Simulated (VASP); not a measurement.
# Au (Fm-3m) in VASP: a series of runs

Au is run at these levels: r2SCAN+rVV10; tasks: single point.

All numbers are computed with VASP 6.6.1; they aren't measurements. Logs are shortened: lines on timing, memory, paths and dates and some standing lists are left out, and cuts for length are marked.

## Step 1: The cell of the first run

Symmetry: Fm-3m, No. 225, cubic system. The conventional cell has a = 4.070 Å, b = 4.070 Å, c = 4.070 Å, α = 90.00°, β = 90.00°, γ = 90.00°. Within 3.8 Å of Au (site symmetry m-3m) lie 12 Au at 2.88 Å.

## Step 2: Single point, r2SCAN+rVV10

POSCAR reads:

```
Au
1.0
    0.0000000000      2.0350000000      2.0350000000
    2.0350000000      0.0000000000      2.0350000000
    2.0350000000      2.0350000000      0.0000000000
Au
1
Direct
    0.0000000000      0.0000000000      0.0000000000
```

INCAR.step1 reads:

```
SYSTEM = Au
PREC     = Accurate       ! precision mode
ENCUT    = 520            ! plane-wave cutoff, eV
ISMEAR   = -1             ! smearing method
SIGMA    = 0.05           ! smearing width, eV
LREAL    = .False.        ! projectors in reciprocal space
LASPH    = .True.         ! aspherical terms in the spheres
NELM     = 60             ! most SCF steps
NBANDS   = 12             ! bands
GGA      = PE             ! functional
ALGO     = Normal         ! electronic algorithm
EDIFF    = 1E-4           ! SCF threshold, eV
LWAVE    = .True.         ! write WAVECAR
LCHARG   = .False.        ! write CHGCAR
```

INCAR.step2 reads:

```
SYSTEM = Au
PREC     = Accurate       ! precision mode
ENCUT    = 520            ! plane-wave cutoff, eV
EDIFF    = 1E-6           ! SCF threshold, eV
ISMEAR   = -1             ! smearing method
SIGMA    = 0.05           ! smearing width, eV
LREAL    = .False.        ! projectors in reciprocal space
LASPH    = .True.         ! aspherical terms in the spheres
NELM     = 60             ! most SCF steps
ALGO     = Normal         ! electronic algorithm
ISIF     = 2              ! what is computed and relaxed
LWAVE    = .False.        ! write WAVECAR
LCHARG   = .False.        ! write CHGCAR
METAGGA  = R2SCAN         ! meta-GGA
LMIXTAU  = .True.       
LUSE_VDW = .True.       
IVDW_NL  = 2            
BPARAM   = 11.95        
CPARAM   = 0.0093       
NBANDS   = 12             ! bands
ISTART   = 1
```

KPOINTS reads:

```
regular mesh
0
Gamma
  11 11 11
  0 0 0
```

Potentials or basis: VASP PAW PBE potentials, release 64 (Au).

Command:

```bash
cat potpaw_PBE.64/Au/POTCAR > POTCAR
cp INCAR.step1 INCAR
mpirun -np 1 vasp_std > vasp.out
cp INCAR.step2 INCAR
mpirun -np 1 vasp_std > vasp.out
```

OUTCAR:

```text
SYSTEM = Au
   PREC = Accurate
   ENCUT = 520
   EDIFF = 1E-6
   ISMEAR = -1
   LREAL = .False.
   LASPH = .True.
   NELM = 60
   ISIF = 2
   METAGGA = R2SCAN
   IVDW_NL = 2
   BPARAM = 11.95
   ISTART = 1

 ion  position               nearest neighbor table
   1  0.000  0.000  0.000-

  LATTYP: Found a face centered cubic cell.
 ALAT       =     4.0700000000

  Lattice vectors:

 A1 = (   0.0000000000,   2.0350000000,   2.0350000000)
 A2 = (   2.0350000000,   0.0000000000,   2.0350000000)
 A3 = (   2.0350000000,   2.0350000000,   0.0000000000)

Analysis of symmetry for initial positions (statically):
=====================================================================
 Subroutine PRICEL returns:
 Original cell was already a primitive cell.

 Routine SETGRP: Setting up the symmetry group for a
 face centered cubic supercell.

 Subroutine GETGRP returns: Found 48 space group operations
[... 9 lines left out ...]

 Routine SETGRP: Setting up the symmetry group for a
 face centered cubic supercell.

 Subroutine GETGRP returns: Found 48 space group operations
[... 11 lines left out ...]
                                     Primitive cell

  volume of cell :      16.8548

  direct lattice vectors                    reciprocal lattice vectors
     0.000000000  2.035000000  2.035000000    -0.245700246  0.245700246  0.245700246
     2.035000000  0.000000000  2.035000000     0.245700246 -0.245700246  0.245700246
     2.035000000  2.035000000  0.000000000     0.245700246  0.245700246 -0.245700246

  length of vectors
     2.877924599  2.877924599  2.877924599     0.425565309  0.425565309  0.425565309

  position of ions in fractional coordinates (direct lattice)
     0.000000000  0.000000000  0.000000000

  ion indices of the primitive-cell ions
   primitive index   ion index
                 1           1

----------------------------------------------------------------------------------------

 KPOINTS: regular mesh

Automatic generation of k-mesh.
 Grid dimensions read from file:
 generate k-points for:   11   11   11

 Generating k-lattice:

  Cartesian coordinates                     Fractional coordinates (reciprocal lattice)
    -0.022336386  0.022336386  0.022336386     0.090909091  0.000000000  0.000000000
     0.022336386 -0.022336386  0.022336386     0.000000000  0.090909091  0.000000000
[... 56 lines left out ...]
   ENCUT  =  520.0 eV  38.22 Ry    6.18 a.u.   5.35  5.35  5.35*2*pi/ulx,y,z
   NELM   =     60;   NELMIN=  2; NELMDL=  0     # of ELM steps
   EDIFF  = 0.1E-05   stopping-criterion for ELM
   LREAL  =      F    real-space projection
   EDIFFG = 0.1E-04   stopping-criterion for IOM
   NSW    =      0    number of steps for IOM
   IBRION =     -1    ionic relax: 0-MD 1-quasi-New 2-CG
   NFREE  =      0    steps in history (QN), initial steepest desc. (CG)
   ISIF   =      2    stress and relaxation
   ISYM   =      2    0-nonsym 1-usesym 2-fastsym
   POTIM  = 0.5000    time-step for ionic-motion
   TEBEG  =    0.0;   TEEND  =   0.0 temperature during run
   PSTRESS=    0.0 pullay stress
   NELECT =      11.0000    total number of electrons
   NUPDOWN=      -1.0000    fix difference up-down
   EMIN   =  10.00;   EMAX   =-10.00  energy-range for DOS
[... 5 lines left out ...]
     AMIX     =   0.40;   BMIX     =  1.00
     AMIX_MAG =   1.60;   BMIX_MAG =  1.00
  volume/ion in A,a.u.               =      16.85       113.74
  Fermi-wavevector in a.u.,A,eV,Ry     =   1.420032  2.683470 27.436005  2.016489
  Thomas-Fermi vector in A             =   2.540990
   LORBIT       =      0    0 simple, 1 ext, 2 COOP (PROOUT), +10 PAW based schemes
   METAGGA = R2SCAN    functional components
   LHFCALC =     F    Hartree Fock is set to
   AEXX    =    0.0000 exact exchange contribution
   IVDW_NL    =     2    kernel type
   BPARAM     =11.9500
   IVDW    =     0    specifies the selected vdW correction
   LEPSILON=     F    determine dielectric tensor
   LRPA    =     F    only Hartree local field effects (RPA)
 non-spin polarized calculation
  energy-cutoff  :      520.00
  volume of cell :       16.85
 maximum number of plane-waves:       465
 NGX is ok and might be reduce to    24
   NGX = 11   NGY = 11   NGZ = 11

 number of electron      10.9999999 magnetization

 Free energy of the ion-electron system (eV)
  ---------------------------------------------------
  ext. energy  EPLUGINS =         0.00000000
  ---------------------------------------------------
  free energy    TOTEN  =       -50.38776306 eV

  energy without entropy =      -50.38697436  energy(sigma->0) =      -50.38736871

 E-fermi :   9.5754     XC(G=0): -13.7407

 val. band max:        9.3980129428   @ k =   0.4545   0.3636   0.0000
 cond. band min:       9.7122541338   @ k =  -0.4545   0.0909   0.0000
 fundamental gap:      0.3142411910
 Fermi energy:         9.5754004039

 k-point     1 :       0.0000    0.0000    0.0000
  band No.  band energies     occupation
      1      -0.7424      2.00000
      2       4.4928      2.00000
      3       4.4928      2.00000
      4       4.4928      2.00000
      5       6.0593      2.00000
      6       6.0593      2.00000
      7      24.7745      0.00000
      8      28.9466      0.00000
      9      28.9466      0.00000
     10      28.9466      0.00000
     11      34.2612      0.00000
     12      38.8473      0.00000
[... 331 lines left out ...]
 k-point    24 :      -0.1818    0.1818    0.0000
  band No.  band energies     occupation
      1       1.9247      2.00000
      2       3.8644      2.00000
      3       4.7098      2.00000
      4       5.4088      2.00000
      5       5.4311      2.00000
      6       7.3549      2.00000
      7      21.5091      0.00000
      8      23.4838      0.00000
      9      28.1265      0.00000
     10      29.6609      0.00000
     11      32.3922      0.00000
     12      35.2038      0.00000

 [... further k-points ...]

------------------------ aborting loop because EDIFF is reached ----------------------------------------

  FORCE on cell =-STRESS in cart. coord.  units (eV):
  Direction    XX          YY          ZZ          XY          YZ          ZX
  --------------------------------------------------------------------------------------
  -------------------------------------------------------------------------------------
  Total        0.5509899      0.5509899      0.5509899      0.0000000      0.0000000     -0.0000000
  in kB       52.3758366     52.3758366     52.3758366      0.0000000      0.0000000     -0.0000000
  external PRESSURE =      52.3758366 kB  Pullay stress =       0.0000000 kB

 VOLUME and BASIS-vectors are now :
 -----------------------------------------------------------------------------
  energy-cutoff  :      520.00
  volume of cell :       16.85
      direct lattice vectors                 reciprocal lattice vectors
     0.000000000  2.035000000  2.035000000    -0.245700246  0.245700246  0.245700246
     2.035000000  0.000000000  2.035000000     0.245700246 -0.245700246  0.245700246
     2.035000000  2.035000000  0.000000000     0.245700246  0.245700246 -0.245700246

 POSITION                                       TOTAL-FORCE (eV/Angst)
 -----------------------------------------------------------------------------------
      0.00000      0.00000      0.00000        -0.000000     -0.000000      0.000000
 -----------------------------------------------------------------------------------
    total drift:                               -0.000000     -0.000000     -0.000000

  FREE ENERGIE OF THE ION-ELECTRON SYSTEM (eV)
  ---------------------------------------------------
  free  energy   TOTEN  =       -50.3877630604 eV

  energy  without entropy=      -50.3869743582  energy(sigma->0) =      -50.38736871
```

OSZICAR.step1:

```text
N       E                     dE             d eps       ncg     rms          rms(c)
DAV:   1     0.517975460021E+02    0.51798E+02   -0.55392E+03  1384   0.821E+02
DAV:   2    -0.266147952326E+01   -0.54459E+02   -0.50757E+02  1600   0.188E+02
DAV:   3    -0.345949770143E+01   -0.79802E+00   -0.79734E+00  1624   0.223E+01
DAV:   4    -0.346214443368E+01   -0.26467E-02   -0.26466E-02  1616   0.149E+00
DAV:   5    -0.346216360942E+01   -0.19176E-04   -0.19177E-04  1668   0.120E-01    0.970E+00
DAV:   6    -0.321780277907E+01    0.24436E+00   -0.63742E-01  1436   0.651E+00    0.612E+00
DAV:   7    -0.319823866178E+01    0.19564E-01   -0.66654E-02  1580   0.212E+00    0.280E+00
DAV:   8    -0.319598886907E+01    0.22498E-02   -0.16598E-03  1476   0.349E-01    0.243E-01
DAV:   9    -0.319597897681E+01    0.98923E-05   -0.93885E-06   960   0.276E-02
   1 F= -.31959790E+01 E0= -.31953150E+01  d E =-.132787E-02
```

Wall time 2 min (1 thread of AMD EPYC, shared host); peak memory 0.19 GiB.

Results:

* Free energy: -50.3878 eV
* Pressure: 5.2 GPa

Levels at points of the mesh, in eV from the Fermi level:
```tsv
k point	band 4	band 5	band 6	band 7	band 8	band 9
(0.00, 0.00, 0.00)	-5.08	-3.52	-3.52	15.20	19.37	19.37
```

Caveat: the PAW data sets were made with another functional, which shifts forces and pressure a little; spin-orbit coupling is left out, which moves the levels of the heavy elements.

## Step 3: Single point, r2SCAN+rVV10

This run uses another cell than the first one, of 17.19 Å³/atom, 1.020 times its volume.

POSCAR reads:

```
Au
1.0
    0.0000000000      2.0484772140      2.0484772140
    2.0484772140      0.0000000000      2.0484772140
    2.0484772140      2.0484772140      0.0000000000
Au
1
Direct
    0.0000000000      0.0000000000      0.0000000000
```

INCAR.step1 reads:

```
SYSTEM = Au
PREC = Accurate
ENCUT = 520
ISMEAR = -1
SIGMA = 0.05
LREAL = .False.
LASPH = .True.
NELM = 100
NBANDS = 12
GGA = PE
ALGO = Normal
EDIFF = 1E-4
LWAVE = .True.
LCHARG = .False.
```

INCAR.step2 reads:

```
SYSTEM = Au
PREC = Accurate
ENCUT = 520
EDIFF = 1E-7
ISMEAR = -1
SIGMA = 0.05
LREAL = .False.
LASPH = .True.
NELM = 100
ALGO = Normal
ISIF = 2
LWAVE = .False.
LCHARG = .False.
METAGGA = R2SCAN
LMIXTAU = .True.
LUSE_VDW = .True.
IVDW_NL = 2
BPARAM = 11.95
CPARAM = 0.0093
NBANDS = 12
ISTART = 1
```

KPOINTS is that of step 2.

Potentials or basis: VASP PAW PBE potentials, release 64 (Au).

Command:

```bash
cat potpaw_PBE.64/Au/POTCAR > POTCAR
cp INCAR.step1 INCAR
mpirun -np 1 vasp_std > vasp.out
cp INCAR.step2 INCAR
mpirun -np 1 vasp_std > vasp.out
```

It took 2.5 min on 1 thread of AMD EPYC, shared host; peak memory 0.18 GiB.

It converged, with:

```
Free energy : -50.3950 eV
Pressure    : 1.5 GPa
```

Levels at points of the mesh, in eV from the Fermi level:
| k point | band 3 | band 4 | band 5 | band 6 | band 7 | band 8 | band 9 | band 10 |
| --- | --- | --- | --- | --- | --- | --- | --- | --- |
| (0.00, 0.00, 0.00) | -5.00 | -5.00 | -3.49 | -3.49 | 15.20 | 19.25 | 19.25 | 19.25 |

Caveat: the PAW data sets were made with another functional, which shifts forces and pressure a little; spin-orbit coupling is left out, which moves the levels of the heavy elements.
